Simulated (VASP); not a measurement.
# TiC (rocksalt type) (Fm-3m) in VASP: further runs

Runs on TiC (rocksalt type). Level: PBE. Tasks: single point.

All numbers are computed with VASP 6.6.1; they aren't measurements. Logs are shortened: lines on timing, memory, paths and dates and some standing lists are left out, and cuts for length are marked.

### 1 The cell of the first run

It takes space group Fm-3m (No. 225, cubic). Conventional cell: a = 4.333 Å, b = 4.333 Å, c = 4.333 Å, α = 90.00°, β = 90.00°, γ = 90.00°. Within 2.9 Å of Ti (site symmetry m-3m) lie 6 C at 2.17 Å. C (site symmetry m-3m) has 6 Ti at 2.17 Å within 2.9 Å.

### 2 Single point, PBE (volume scaled by 1, to set the pressure)

Input file INCAR:

```
ALGO = Normal ; EDIFF = 1E-7
ENCUT = 520 ; GGA = PE
ISIF = 2 ; ISMEAR = -1
LASPH = True ; LCHARG = False
LREAL = False ; LWAVE = False
NBANDS = 15 ; NELM = 80
PREC = Accurate ; SIGMA = 0.05
```

Input file KPOINTS:

```
k-points
0
Gamma
  15 15 15
```

Input file POSCAR:

```
TiC
1.0
    0.0000000000      2.1663529939      2.1663529939
    2.1663529939      0.0000000000      2.1663529939
    2.1663529939      2.1663529939      0.0000000000
Ti C
1 1
Direct
    0.0000000000      0.0000000000      0.0000000000
    0.5000000000      0.5000000000      0.5000000000
```

Potentials or basis: VASP PAW PBE potentials, release 64 (Ti_sv, C).

The run is started by

```console
> cat potpaw_PBE.64/Ti_sv/POTCAR potpaw_PBE.64/C/POTCAR > POTCAR
> mpirun -np 1 vasp_std > vasp.out
```

OUTCAR:

```text
EDIFF = 1E-7
   ENCUT = 520
   GGA = PE
   ISIF = 2
   ISMEAR = -1
   LASPH = True
   LREAL = False
   NELM = 80
   PREC = Accurate

 ion  position               nearest neighbor table
   1  0.000  0.000  0.000-   2 2.17   2 2.17   2 2.17   2 2.17   2 2.17   2 2.17
   2  0.500  0.500  0.500-   1 2.17   1 2.17   1 2.17   1 2.17   1 2.17   1 2.17

  LATTYP: Found a face centered cubic cell.
 ALAT       =     4.3327059878

  Lattice vectors:

 A1 = (   0.0000000000,   2.1663529939,   2.1663529939)
 A2 = (   2.1663529939,   0.0000000000,   2.1663529939)
 A3 = (   2.1663529939,   2.1663529939,   0.0000000000)

Analysis of symmetry for initial positions (statically):
=====================================================================
 Subroutine PRICEL returns:
 Original cell was already a primitive cell.

 Routine SETGRP: Setting up the symmetry group for a
 face centered cubic supercell.

 Subroutine GETGRP returns: Found 48 space group operations
 (whereof 48 operations were pure point group operations)
 out of a pool of 48 trial point group operations.

The static configuration has the point symmetry O_h .

Analysis of symmetry for dynamics (positions and initial velocities):
=====================================================================
 Subroutine PRICEL returns:
 Original cell was already a primitive cell.

 Routine SETGRP: Setting up the symmetry group for a
 face centered cubic supercell.

 Subroutine GETGRP returns: Found 48 space group operations
 (whereof 48 operations were pure point group operations)
 out of a pool of 48 trial point group operations.

The dynamic configuration has the point symmetry O_h .

 Subroutine INISYM returns: Found 48 space group operations
 (whereof 48 operations are pure point group operations),
 and found     1 'primitive' translations

----------------------------------------------------------------------------------------

                                     Primitive cell

  volume of cell :      20.3338

  direct lattice vectors                    reciprocal lattice vectors
     0.000000000  2.166352994  2.166352994    -0.230802645  0.230802645  0.230802645
     2.166352994  0.000000000  2.166352994     0.230802645 -0.230802645  0.230802645
     2.166352994  2.166352994  0.000000000     0.230802645  0.230802645 -0.230802645

  length of vectors
     3.063685785  3.063685785  3.063685785     0.399761907  0.399761907  0.399761907

  position of ions in fractional coordinates (direct lattice)
     0.000000000  0.000000000  0.000000000
     0.500000000  0.500000000  0.500000000

  ion indices of the primitive-cell ions
   primitive index   ion index
                 1           1
                 2           2

----------------------------------------------------------------------------------------

 KPOINTS: k-points

Automatic generation of k-mesh.
 Grid dimensions read from file:
 generate k-points for:   15   15   15

 Generating k-lattice:

  Cartesian coordinates                     Fractional coordinates (reciprocal lattice)
    -0.015386843  0.015386843  0.015386843     0.066666667  0.000000000  0.000000000
     0.015386843 -0.015386843  0.015386843     0.000000000  0.066666667  0.000000000
     0.015386843  0.015386843 -0.015386843     0.000000000  0.000000000  0.066666667

  Length of vectors
     0.026650794  0.026650794  0.026650794

  Shift w.r.t. Gamma in fractional coordinates (k-lattice)
     0.000000000  0.000000000  0.000000000

 Subroutine IBZKPT returns following result:
 ===========================================

 Found    120 irreducible k-points:

 Following reciprocal coordinates:
            Coordinates               Weight
  0.000000  0.000000  0.000000      1.000000
  0.066667  0.000000  0.000000      8.000000
  0.133333  0.000000  0.000000      8.000000
  0.200000  0.000000  0.000000      8.000000
  0.266667  0.000000  0.000000      8.000000
  0.333333  0.000000  0.000000      8.000000
[... 16 lines left out ...]
  0.133333  0.133333  0.000000      6.000000
  0.200000  0.133333  0.000000     24.000000
 [... further k-points ...]
   k-points           NKPTS =    120   k-points in BZ     NKDIM =    120   number of bands    NBANDS=     15
   number of dos      NEDOS =    301   number of ions     NIONS =      2
   total plane-waves  NPLWV =  13824
   dimension x,y,z NGX =    24 NGY =   24 NGZ =   24
   dimension x,y,z NGXF=    48 NGYF=   48 NGZF=   48
   ions per type =               1   1
   NGX,Y,Z   is equivalent  to a cutoff of  13.02, 13.02, 13.02 a.u.
   NGXF,Y,Z  is equivalent  to a cutoff of  26.05, 26.05, 26.05 a.u.
 SYSTEM =  unknown system
   PREC   = accura    normal or accurate (medium, high low for compatibility)
   ISTART =      0    job   : 0-new  1-cont  2-samecut
   ICHARG =      2    charge: 1-file 2-atom 10-const
   ISPIN  =      1    spin polarized calculation?
   LNONCOLLINEAR =      F non collinear calculations
   LSORBIT =      F    spin-orbit coupling
   LASPH  =      T    aspherical Exc in radial PAW
   ENCUT  =  520.0 eV  38.22 Ry    6.18 a.u.   5.70  5.70  5.70*2*pi/ulx,y,z
   NELM   =     80;   NELMIN=  2; NELMDL= -5     # of ELM steps
   EDIFF  = 0.1E-06   stopping-criterion for ELM
   LREAL  =      F    real-space projection
   EDIFFG = 0.1E-05   stopping-criterion for IOM
   NSW    =      0    number of steps for IOM
   IBRION =     -1    ionic relax: 0-MD 1-quasi-New 2-CG
   NFREE  =      0    steps in history (QN), initial steepest desc. (CG)
   ISIF   =      2    stress and relaxation
   ISYM   =      2    0-nonsym 1-usesym 2-fastsym
   POTIM  = 0.5000    time-step for ionic-motion
   TEBEG  =    0.0;   TEEND  =   0.0 temperature during run
   PSTRESS=    0.0 pullay stress
   NELECT =      16.0000    total number of electrons
   NUPDOWN=      -1.0000    fix difference up-down
   EMIN   =  10.00;   EMAX   =-10.00  energy-range for DOS
   EFERMI =   0.00;   METHOD = LEGACY
   ISMEAR =    -1;   SIGMA  =   0.05  broadening in eV -4-tet -1-fermi 0-gaus
   EFERMI_NEDOS =   21; number of points for ismear=-14 and -15
   IALGO  =     38    algorithm
   IMIX   =      4    mixing-type and parameters
     AMIX     =   0.40;   BMIX     =  1.00
     AMIX_MAG =   1.60;   BMIX_MAG =  1.00
  volume/ion in A,a.u.               =      10.17        68.61
  Fermi-wavevector in a.u.,A,eV,Ry     =   1.511387  2.856107 31.079650  2.284290
  Thomas-Fermi vector in A             =   2.621451
   LORBIT       =      0    0 simple, 1 ext, 2 COOP (PROOUT), +10 PAW based schemes
   GGA     = PE    functional components
   LHFCALC =     F    Hartree Fock is set to
   AEXX    =    0.0000 exact exchange contribution
   IVDW    =     0    specifies the selected vdW correction
   LEPSILON=     F    determine dielectric tensor
   LRPA    =     F    only Hartree local field effects (RPA)
 non-spin polarized calculation
  energy-cutoff  :      520.00
  volume of cell :       20.33
 maximum number of plane-waves:       560
   NGX = 11   NGY = 11   NGZ = 11

 number of electron      16.0000000 magnetization

 Free energy of the ion-electron system (eV)
  ---------------------------------------------------
  ext. energy  EPLUGINS =         0.00000000
  ---------------------------------------------------
  free energy    TOTEN  =       -18.71008453 eV

  energy without entropy =      -18.70718787  energy(sigma->0) =      -18.70863620

 E-fermi :   9.3919     XC(G=0): -12.6933

 val. band max:        9.3907844960   @ k =   0.4000   0.3333   0.0000
 cond. band min:       9.4515255286   @ k =   0.0667   0.0667   0.0000
 fundamental gap:      0.0607410327
 Fermi energy:         9.3919436104

 k-point     1 :       0.0000    0.0000    0.0000
  band No.  band energies     occupation
      1     -47.1889      2.00000
      2     -23.2135      2.00000
      3     -23.2135      2.00000
      4     -23.2135      2.00000
      5      -2.9907      2.00000
      6      10.0956      0.00000
      7      10.0956      0.00000
      8      10.0956      0.00000
      9      11.0782      0.00000
     10      11.0782      0.00000
     11      11.0782      0.00000
     12      11.1133      0.00000
     13      11.1133      0.00000
     14      19.8714      0.00000
     15      23.4307      0.00000

 k-point     2 :       0.0667    0.0000    0.0000
  band No.  band energies     occupation
      1     -47.1858      2.00000
      2     -23.2357      2.00000
      3     -23.2156      2.00000
      4     -23.2156      2.00000
      5      -2.8902      2.00000
      6       9.6013      0.02991
      7       9.8450      0.00023
      8       9.8450      0.00023
      9      10.4182      0.00000
     10      10.4182      0.00000
     11      11.3401      0.00000
     12      12.1701      0.00000
     13      12.1701      0.00000
     14      20.0533      0.00000
     15      23.4697      0.00000

 k-point     3 :       0.1333    0.0000    0.0000
  band No.  band energies     occupation
      1     -47.1770      2.00000
      2     -23.2980      2.00000
      3     -23.2215      2.00000
      4     -23.2215      2.00000
      5      -2.5960      2.00000
      6       8.6434      2.00000
      7       9.0126      1.99899
      8       9.0126      1.99899
      9      10.5407      0.00000
     10      10.5407      0.00000
     11      11.6853      0.00000
     12      13.3035      0.00000
     13      13.3035      0.00000
     14      20.4782      0.00000
     15      23.4803      0.00000

 k-point     4 :       0.2000    0.0000    0.0000
  band No.  band energies     occupation
      1     -47.1640      2.00000
      2     -23.3886      2.00000
      3     -23.2302      2.00000
      4     -23.2302      2.00000
      5      -2.1287      2.00000
      6       7.5326      2.00000
      7       8.2201      2.00000
      8       8.2201      2.00000
      9      10.8620      0.00000
     10      10.8620      0.00000
     11      11.9886      0.00000
     12      14.4290      0.00000
     13      14.4290      0.00000
     14      20.7359      0.00000
     15      23.4843      0.00000
[... 307 lines left out ...]
 k-point    22 :      -0.0667    0.0667    0.0000
  band No.  band energies     occupation
      1     -47.1808      2.00000
      2     -23.2660      2.00000
      3     -23.2282      2.00000
      4     -23.2149      2.00000
      5      -2.7263      2.00000
      6       9.0812      1.99601
      7       9.2684      1.84407
      8       9.3088      1.68117
      9      10.2211      0.00000
     10      10.8043      0.00000
     11      11.7198      0.00000
     12      12.2912      0.00000
     13      13.2216      0.00000
     14      20.3291      0.00000
     15      23.5012      0.00000

 k-point    23 :       0.1333    0.1333    0.0000
  band No.  band energies     occupation
      1     -47.1730      2.00000
      2     -23.2914      2.00000
      3     -23.2412      2.00000
      4     -23.2412      2.00000
      5      -2.4841      2.00000
      6       7.9213      2.00000
      7       9.3530      1.37083
      8       9.3530      1.37083
      9       9.6295      0.01714
     10      11.2665      0.00000
     11      12.2261      0.00000
     12      12.2261      0.00000
     13      13.9963      0.00000
     14      20.8416      0.00000
     15      23.6513      0.00000

 k-point    24 :       0.2000    0.1333    0.0000
  band No.  band energies     occupation
      1     -47.1633      2.00000
      2     -23.3498      2.00000
      3     -23.2548      2.00000
      4     -23.2494      2.00000
      5      -2.1651      2.00000
      6       7.2003      2.00000
      7       8.7136      2.00000
      8       8.9873      1.99939
      9       9.8314      0.00030
     10      11.3244      0.00000
     11      12.5036      0.00000
     12      12.8930      0.00000
     13      14.7079      0.00000
     14      21.3100      0.00000
     15      23.6432      0.00000

 [... further k-points ...]
[... 5 lines left out ...]
  --------------------------------------------------------------------------------------
  -------------------------------------------------------------------------------------
  Total        0.0312668      0.0312668      0.0312668      0.0000000     -0.0000000     -0.0000000
  in kB        2.4636317      2.4636317      2.4636317      0.0000000     -0.0000000     -0.0000000
  external PRESSURE =       2.4636317 kB  Pullay stress =       0.0000000 kB

 VOLUME and BASIS-vectors are now :
 -----------------------------------------------------------------------------
  energy-cutoff  :      520.00
  volume of cell :       20.33
      direct lattice vectors                 reciprocal lattice vectors
     0.000000000  2.166352994  2.166352994    -0.230802645  0.230802645  0.230802645
     2.166352994  0.000000000  2.166352994     0.230802645 -0.230802645  0.230802645
     2.166352994  2.166352994  0.000000000     0.230802645  0.230802645 -0.230802645

 POSITION                                       TOTAL-FORCE (eV/Angst)
 -----------------------------------------------------------------------------------
      0.00000      0.00000      0.00000         0.000000     -0.000000      0.000000
      2.16635      2.16635      2.16635        -0.000000      0.000000     -0.000000
 -----------------------------------------------------------------------------------
    total drift:                                0.000000     -0.000000     -0.000000

  FREE ENERGIE OF THE ION-ELECTRON SYSTEM (eV)
  ---------------------------------------------------
  free  energy   TOTEN  =       -18.7100845322 eV

  energy  without entropy=      -18.7071878728  energy(sigma->0) =      -18.70863620
```

Run time: 30 s. Hardware: 1 thread of Intel Xeon 6975P-C (Granite Rapids), shared host; peak memory 0.16 GiB.

Results:

- Free energy: -18.7101 eV
- Pressure: 0.2 GPa
- Band gap on the k mesh: zero (band 8 reaches 10.10 eV, above the bottom of band 9 at 8.99 eV)

Caveat: the cell differs from its parent crystal (volume scaled by 1, to set the pressure).

### 3 Single point, PBE

Input file INCAR:

```
SYSTEM = TiC
ALGO = Normal ; EDIFF = 1E-6
ENCUT = 520 ; GGA = PE
ISIF = 2 ; ISMEAR = -1
LASPH = .TRUE. ; LCHARG = .TRUE.
LELF = .TRUE. ; LREAL = .FALSE.
LVHAR = .TRUE. ; LWAVE = .FALSE.
NBANDS = 15 ; NELM = 60
PREC = Accurate ; SIGMA = 0.05
```

Input file KPOINTS:

```
k-points
0
G
  16 16 16
  0 0 0
```

POSCAR is that of step 2.

Potentials or basis: VASP PAW PBE potentials, release 64 (Ti_sv, C).

The run is started by

```console
> cat potpaw_PBE.64/Ti_sv/POTCAR potpaw_PBE.64/C/POTCAR > POTCAR
> mpirun -np 1 vasp_std > vasp.out
```

OUTCAR:

```text
SYSTEM = TiC
   EDIFF = 1E-6
   ENCUT = 520
   GGA = PE
   ISIF = 2
   ISMEAR = -1
   LASPH = .TRUE.
   LREAL = .FALSE.
   NELM = 60
   PREC = Accurate

 ion  position               nearest neighbor table
   1  0.000  0.000  0.000-   2 2.17   2 2.17   2 2.17   2 2.17   2 2.17   2 2.17
   2  0.500  0.500  0.500-   1 2.17   1 2.17   1 2.17   1 2.17   1 2.17   1 2.17

  LATTYP: Found a face centered cubic cell.
 ALAT       =     4.3327059878

  Lattice vectors:

 A1 = (   0.0000000000,   2.1663529939,   2.1663529939)
 A2 = (   2.1663529939,   0.0000000000,   2.1663529939)
 A3 = (   2.1663529939,   2.1663529939,   0.0000000000)

Analysis of symmetry for initial positions (statically):
=====================================================================
 Subroutine PRICEL returns:
 Original cell was already a primitive cell.

 Routine SETGRP: Setting up the symmetry group for a
 face centered cubic supercell.

 Subroutine GETGRP returns: Found 48 space group operations
 (whereof 48 operations were pure point group operations)
 out of a pool of 48 trial point group operations.

The static configuration has the point symmetry O_h .

[... 173 lines left out ...]
      6      10.0954      0.00000
      7      10.0954      0.00000
      8      10.0954      0.00000
      9      11.0781      0.00000
     10      11.0781      0.00000
     11      11.0781      0.00000
     12      11.1131      0.00000
     13      11.1131      0.00000
     14      19.8713      0.00000
[... 401 lines left out ...]
      2     -23.2603      2.00000
      3     -23.2267      2.00000
      4     -23.2150      2.00000
      5      -2.7579      2.00000
      6       9.1847      1.97186
      7       9.3704      1.26225
      8       9.3776      1.19404
      9      10.2059      0.00000
     10      10.7799      0.00000
     11      11.6671      0.00000
     12      12.2228      0.00000
     13      13.0841      0.00000
     14      20.2792      0.00000
     15      23.4990      0.00000

 [... further k-points ...]

------------------------ aborting loop because EDIFF is reached ----------------------------------------

  FORCE on cell =-STRESS in cart. coord.  units (eV):
  Direction    XX          YY          ZZ          XY          YZ          ZX
  --------------------------------------------------------------------------------------
  -------------------------------------------------------------------------------------
  Total        0.0303402      0.0303402      0.0303402     -0.0000000      0.0000000      0.0000000
  in kB        2.3906218      2.3906218      2.3906218     -0.0000000      0.0000000      0.0000000
  external PRESSURE =       2.3906218 kB  Pullay stress =       0.0000000 kB

 VOLUME and BASIS-vectors are now :
 -----------------------------------------------------------------------------
  energy-cutoff  :      520.00
  volume of cell :       20.33
      direct lattice vectors                 reciprocal lattice vectors
     0.000000000  2.166352994  2.166352994    -0.230802645  0.230802645  0.230802645
     2.166352994  0.000000000  2.166352994     0.230802645 -0.230802645  0.230802645
     2.166352994  2.166352994  0.000000000     0.230802645  0.230802645 -0.230802645

 POSITION                                       TOTAL-FORCE (eV/Angst)
 -----------------------------------------------------------------------------------
      0.00000      0.00000      0.00000        -0.000000      0.000000     -0.000000
      2.16635      2.16635      2.16635         0.000000     -0.000000      0.000000
 -----------------------------------------------------------------------------------
    total drift:                                0.000000     -0.000000     -0.000000

  FREE ENERGIE OF THE ION-ELECTRON SYSTEM (eV)
  ---------------------------------------------------
  free  energy   TOTEN  =       -18.7100905436 eV

  energy  without entropy=      -18.7071273915  energy(sigma->0) =      -18.70860897
```

stdout:

```text
POSCAR found type information on POSCAR TiC
 POSCAR found :  2 types and       2 ions
 scaLAPACK will be used
 LDA part: xc-table for (Slater+PW92), standard interpolation
 POSCAR, INCAR and KPOINTS ok, starting setup
 FFT: planning ... GRIDC
 FFT: planning ... GRID_SOFT
 FFT: planning ... GRID
 WAVECAR not read
 entering main loop
```

Wall time 32 s (1 thread of Intel Xeon 6975P-C (Granite Rapids), shared host); peak memory 0.17 GiB.

What came out:

```yaml
Free_energy: -18.7101 eV
Pressure: 0.2 GPa
Band_gap_on_the_k_mesh: zero (band 8 reaches 10.10 eV, above the bottom of band 9 at 9.00 eV)
```
